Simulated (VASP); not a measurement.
Here is a VASP 6.6.1 calculation.

INCAR

```
  PREC = Accurate
  ENCUT = 520
  EDIFF = 1E-6
  ISMEAR = 0
  SIGMA = 0.05
  LREAL = F
  LASPH = T
  NELM = 60
  ALGO = Normal
  ISIF = 2
  LWAVE = F
  LCHARG = F
  GGA = PE
  NBANDS = 20
```

KPOINTS

```
Automatic mesh
0
Gamma
  12 12 12
```

Contents of POSCAR:

```
SnO2
1.0
    1.5874934052      0.9165397449      4.8292069647
   -1.5874934052      0.9165397449      4.8292069647
    0.0000000000     -1.8330794897      4.8292069648
Sn O
1 2
Direct
    0.5000000000      0.5000000000      0.5000000000
    0.2521652253      0.2521652253      0.2521652253
    0.7478347747      0.7478347747      0.7478347747
```

Potentials or basis: VASP PAW PBE potentials, release 64 (Sn_d, O).

The run is started by

```console
$ cat potpaw_PBE.64/Sn_d/POTCAR potpaw_PBE.64/O/POTCAR > POTCAR
$ mpirun -np 1 vasp_std > vasp.out
```

Question: What does it give for the band gap on the k mesh?

Answer: 1.56 eV (least direct gap 1.57 eV).

Question: Predict the largest force.

Answer: 2.578 eV/Å.

Forces in eV/Å, atoms in the order of the input:
```
Sn   0.000  0.000  0.000
O    0.000  0.000 -2.578
O    0.000  0.000  2.578
```

Caveat: the cell differs from its parent crystal (atoms shifted along a free coordinate); the cell stands under tension; spin-orbit coupling is left out, which moves the levels of the heavy elements; forces of over 1 eV/Å act on the atoms, so gaps and moduli don't describe the material at rest. A k mesh can miss the band edges.
